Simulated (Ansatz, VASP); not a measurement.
One calculation of BN, two programs

```xyz
2
Lattice="0.0000 3.4953 2.1661 1.2516 0.0000 2.1661 1.2516 3.4953 0.0000" Properties=species:S:1:pos:R:3 pbc="T T T"
B     1.2516    3.4953   -0.1498
N     1.2516    3.4953    2.8881
```

Change from the starting cell: all B atoms moved -0.150 Å, as atom 1 along Cartesian [0 0 1].

Alike in both runs: task single point; functional PBEsol; k mesh 12 × 12 × 12; occupations gaussian, width 0.05 eV; no spin polarisation.

|  | VASP | Ansatz |
| --- | --- | --- |
| version | VASP 6.6.1 | Ansatz 0.2.0 |
| potentials or method | VASP PAW PBE potentials, release 64 (B, N), cutoff 520 eV | scalar-relativistic, plane waves, PAW |
| valence electrons in the cell | 8 | 8 |

```csv
,VASP,Ansatz,Ansatz less VASP
gap on the k mesh at the Fermi level (eV),2.60,2.61,+0.012
least direct gap on the mesh (eV),3.89,3.90,+0.011
pressure (GPa),10.6,10.4,-0.20
"traceless stress, the component that is largest in VASP (GPa)",28.02,27.70,-0.324
rms of the force components (eV/Å),4.634,4.631,-0.0033
```

VASP's potentials were made for PBE, not for PBEsol. Atom by atom the forces differ by 0.003 eV/Å (rms over components). The functional is the same, so the differences come from potentials, cutoffs and numerics.
